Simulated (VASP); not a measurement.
# AlRu in VASP: single point with r2SCAN

Aim: the single point of AlRu with r2SCAN.

Program: VASP 6.6.1. These are calculated values, not measurements. Logs are shortened: lines on timing, memory, paths and dates and some standing lists are left out, and cuts for length are marked.

### Step 1. The cell of the first run

The cell holds a slab with vacuum, 8 atoms: a = 2.983 Å, b = 2.983 Å, c = 25.439 Å, α = 90.00°, β = 90.00°, γ = 90.00°.

### Step 2. Single point, r2SCAN

The input, POSCAR:

```
AlRu
1.0
    2.9826244060      0.0000000000      0.0000000000
    0.0000000000      2.9826244060      0.0000000000
    0.0000000000      0.0000000000     25.4391854209
Ru Al
4 4
Direct
    0.5000000000      0.5000000000      0.2948207608
    0.5000000000      0.5000000000      0.4120660403
    0.5000000000      0.5000000000      0.5293113199
    0.5000000000      0.5000000000      0.6465565994
    0.0000000000      0.0000000000      0.3534434006
    0.0000000000      0.0000000000      0.4706886801
    0.0000000000      0.0000000000      0.5879339597
    0.0000000000      0.0000000000      0.7051792392
```

The input, INCAR.step1:

```
SYSTEM = AlRu
  PREC = Accurate
  ENCUT = 500
  ISMEAR = 0
  SIGMA = 0.1
  LREAL = .False.
  LASPH = .True.
  NELM = 300
  LDIPOL = .True.
  IDIPOL = 3
  DIPOL = 0.5 0.5 0.500
  NBANDS = 44
  GGA = PE
  ALGO = Normal
  EDIFF = 1E-5
  LWAVE = .True.
  LCHARG = .False.
  GGA_COMPAT = .False.
  NELMDL = -8
  AMIX = 0.1
  BMIX = 1E-4
  AMIX_MAG = 0.4
  BMIX_MAG = 1E-4
  KPAR = 4
```

The input, INCAR.step2:

```
SYSTEM = AlRu
  PREC = Accurate
  ENCUT = 500
  EDIFF = 1E-6
  ISMEAR = 0
  SIGMA = 0.1
  LREAL = .False.
  LASPH = .True.
  NELM = 300
  ALGO = Normal
  ISIF = 2
  LWAVE = .False.
  LCHARG = .False.
  LDIPOL = .True.
  IDIPOL = 3
  DIPOL = 0.5 0.5 0.500
  METAGGA = R2SCAN
  LMIXTAU = .True.
  NBANDS = 44
  ISTART = 1
  GGA_COMPAT = .False.
  AMIX = 0.1
  BMIX = 1E-4
  AMIX_MAG = 0.4
  BMIX_MAG = 1E-4
  KPAR = 4
```

The input, KPOINTS:

```
regular mesh
0
Gamma
  12 12 1
  0 0 0
```

Potentials or basis: VASP PAW PBE potentials, release 64 (Ru_pv, Al).

Run with:

```
$ cat potpaw_PBE.64/Ru_pv/POTCAR potpaw_PBE.64/Al/POTCAR > POTCAR
$ cp INCAR.step1 INCAR
$ mpirun -np 4 vasp_std > vasp.out
$ cp INCAR.step2 INCAR
$ mpirun -np 4 vasp_std > vasp.out
```

OUTCAR:

```text
SYSTEM = AlRu
   PREC = Accurate
   ENCUT = 500
   EDIFF = 1E-6
   ISMEAR = 0
   LREAL = .False.
   LASPH = .True.
   NELM = 300
   ISIF = 2
   METAGGA = R2SCAN
   ISTART = 1
   AMIX = 0.1
   AMIX_MAG = 0.4

 ion  position               nearest neighbor table
   1  0.500  0.500  0.295-   5 2.58   5 2.58   5 2.58   5 2.58   2 2.98
   2  0.500  0.500  0.412-   5 2.58   5 2.58   5 2.58   5 2.58   6 2.58   6 2.58   6 2.58   6 2.58
                             1 2.98   3 2.98
   3  0.500  0.500  0.529-   7 2.58   7 2.58   7 2.58   7 2.58   6 2.58   6 2.58   6 2.58   6 2.58
                             4 2.98   2 2.98
   4  0.500  0.500  0.647-   7 2.58   7 2.58   7 2.58   7 2.58   8 2.58   8 2.58   8 2.58   8 2.58
                             3 2.98
   5  0.000  0.000  0.353-   2 2.58   2 2.58   2 2.58   2 2.58   1 2.58   1 2.58   1 2.58   1 2.58
                             6 2.98
   6  0.000  0.000  0.471-   2 2.58   2 2.58   2 2.58   2 2.58   3 2.58   3 2.58   3 2.58   3 2.58
                             5 2.98   7 2.98
   7  0.000  0.000  0.588-   4 2.58   4 2.58   4 2.58   4 2.58   3 2.58   3 2.58   3 2.58   3 2.58
                             8 2.98   6 2.98
   8  0.000  0.000  0.705-   4 2.58   4 2.58   4 2.58   4 2.58   7 2.98

  LATTYP: Found a simple tetragonal cell.
 ALAT       =     2.9826244060
 C/A-ratio  =     8.5291280289

  Lattice vectors:

 A1 = (   2.9826244060,   0.0000000000,   0.0000000000)
 A2 = (   0.0000000000,   2.9826244060,   0.0000000000)
 A3 = (   0.0000000000,   0.0000000000,  25.4391854209)

Analysis of symmetry for initial positions (statically):
=====================================================================
 Subroutine PRICEL returns:
 Original cell was already a primitive cell.

 Routine SETGRP: Setting up the symmetry group for a
 simple tetragonal supercell.

 Subroutine GETGRP returns: Found  8 space group operations
 (whereof  8 operations were pure point group operations)
 out of a pool of 16 trial point group operations.

The static configuration has the point symmetry C_4v.

Analysis of symmetry for dynamics (positions and initial velocities):
=====================================================================
 Subroutine PRICEL returns:
 Original cell was already a primitive cell.

 Routine SETGRP: Setting up the symmetry group for a
 simple tetragonal supercell.
[... 127 lines left out ...]
   PSTRESS=    0.0 pullay stress
   NELECT =      68.0000    total number of electrons
   NUPDOWN=      -1.0000    fix difference up-down
   EMIN   =  10.00;   EMAX   =-10.00  energy-range for DOS
   EFERMI =   0.00;   METHOD = LEGACY
   ISMEAR =     0;   SIGMA  =   0.10  broadening in eV -4-tet -1-fermi 0-gaus
   EFERMI_NEDOS =   21; number of points for ismear=-14 and -15
   IALGO  =     38    algorithm
   IMIX   =      4    mixing-type and parameters
     AMIX     =   0.10;   BMIX     =  0.00
     AMIX_MAG =   0.40;   BMIX_MAG =  0.00
  volume/ion in A,a.u.               =      28.29       190.90
  Fermi-wavevector in a.u.,A,eV,Ry     =   1.096506  2.072096 16.358631  1.202325
  Thomas-Fermi vector in A             =   2.232849
   LORBIT       =      0    0 simple, 1 ext, 2 COOP (PROOUT), +10 PAW based schemes
   METAGGA = R2SCAN    functional components
   LHFCALC =     F    Hartree Fock is set to
   AEXX    =    0.0000 exact exchange contribution
   IVDW    =     0    specifies the selected vdW correction
   LEPSILON=     F    determine dielectric tensor
   LRPA    =     F    only Hartree local field effects (RPA)
 non-spin polarized calculation
 Gauss-broadening in eV      SIGMA  =   0.10
  energy-cutoff  :      500.00
  volume of cell :      226.31
 maximum number of plane-waves:      5829
 NGX is ok and might be reduce to    24
   NGX = 11   NGY = 11   NGZ = 93

 dipolmoment           0.000000      0.000000      0.348858 electrons x Angstroem

 number of electron      67.9999990 magnetization

 dipolmoment           0.000000      0.000000     -0.050260 electrons x Angstroem

 Free energy of the ion-electron system (eV)
  ---------------------------------------------------
  ext. energy  EPLUGINS =         0.00000000
  ---------------------------------------------------
  free energy    TOTEN  =      -131.03068974 eV

  energy without entropy =     -130.99707363  energy(sigma->0) =     -131.01388168

 E-fermi :   3.2002     XC(G=0):  -7.2316

 val. band max:        3.1958328069   @ k =   0.4167   0.1667   0.0000
 cond. band min:       3.2016507906   @ k =   0.3333   0.2500   0.0000
 fundamental gap:      0.0058179837
 Fermi energy:         3.2001542711

 k-point     1 :       0.0000    0.0000    0.0000
  band No.  band energies     occupation
      1     -40.1813      2.00000
      2     -40.1323      2.00000
      3     -39.9977      2.00000
      4     -39.9790      2.00000
      5     -39.9790      2.00000
      6     -39.9469      2.00000
[... 1117 lines left out ...]
     43       8.4146      0.00000
     44       9.1349      0.00000

 [... further k-points ...]

------------------------ aborting loop because EDIFF is reached ----------------------------------------

 vacuum level on the upper side and lower side of the slab       (xc-potential included)        -0.491         0.506

  FORCE on cell =-STRESS in cart. coord.  units (eV):
  Direction    XX          YY          ZZ          XY          YZ          ZX
  --------------------------------------------------------------------------------------
  -------------------------------------------------------------------------------------
  Total       -3.8860966     -3.8860966     -4.3375371      0.0000000      0.0000000     -0.0000000
  in kB      -27.5121062    -27.5121062    -30.7081353      0.0000000      0.0000000     -0.0000000
  external PRESSURE =     -28.5774493 kB  Pullay stress =       0.0000000 kB

 VOLUME and BASIS-vectors are now :
 -----------------------------------------------------------------------------
  energy-cutoff  :      500.00
  volume of cell :      226.31
      direct lattice vectors                 reciprocal lattice vectors
     2.982624406  0.000000000  0.000000000     0.335275202  0.000000000  0.000000000
     0.000000000  2.982624406  0.000000000     0.000000000  0.335275202  0.000000000
     0.000000000  0.000000000 25.439185421     0.000000000  0.000000000  0.039309435

 POSITION                                       TOTAL-FORCE (eV/Angst)
 -----------------------------------------------------------------------------------
      1.49131      1.49131      7.50000        -0.000000     -0.000000      0.645386
      1.49131      1.49131     10.48262         0.000000     -0.000000     -0.367298
      1.49131      1.49131     13.46525         0.000000      0.000000     -0.220567
      1.49131      1.49131     16.44787         0.000000      0.000000      1.749437
      0.00000      0.00000      8.99131         0.000000     -0.000000     -0.236213
      0.00000      0.00000     11.97394        -0.000000     -0.000000      0.186701
      0.00000      0.00000     14.95656        -0.000000     -0.000000     -0.111510
      0.00000      0.00000     17.93919         0.000000     -0.000000     -1.645937
 -----------------------------------------------------------------------------------
    total drift:                                0.000000     -0.000000     -0.003836

  FREE ENERGIE OF THE ION-ELECTRON SYSTEM (eV)
  ---------------------------------------------------
  free  energy   TOTEN  =      -131.0306897390 eV

  energy  without entropy=     -130.9970736262  energy(sigma->0) =     -131.01388168

 vacuum level on the upper side and lower side of the slab         6.417         7.434
```

Wall time 5.2 min (4 MPI ranks of Intel Xeon 6975P-C (Granite Rapids), shared host); peak memory 0.49 GiB.

What came out:

| Property | Result |
| --- | --- |
| Free energy | -131.0307 eV |
| Largest force | 1.749 eV/Å |
| Band gap on the k mesh | zero (bands 34 and 35 overlap by 2.39 eV) |

Forces on the atoms (eV/Å):
```
Ru   0.000  0.000  0.645
Ru   0.000  0.000 -0.367
Ru   0.000  0.000 -0.221
Ru   0.000  0.000  1.749
Al   0.000  0.000 -0.236
Al   0.000  0.000  0.187
Al   0.000  0.000 -0.112
Al   0.000  0.000 -1.646
```

Levels at points of the mesh, in eV from the Fermi level:
```
           k point  band 31  band 32  band 33  band 34  band 35  band 36  band 37  band 38
(0.00, 0.00, 0.00)    -0.01     0.06     0.06     0.09     0.13     0.20     0.38     0.64
(0.50, 0.00, 0.00)    -1.15    -0.82    -0.75    -0.11    -0.09     0.25     0.32     1.21
(0.50, 0.50, 0.00)     1.06     1.14     1.68     1.71     1.80     1.83     1.89     2.77
```

Caveat: the PAW data sets were made with another functional, which shifts forces and pressure a little.
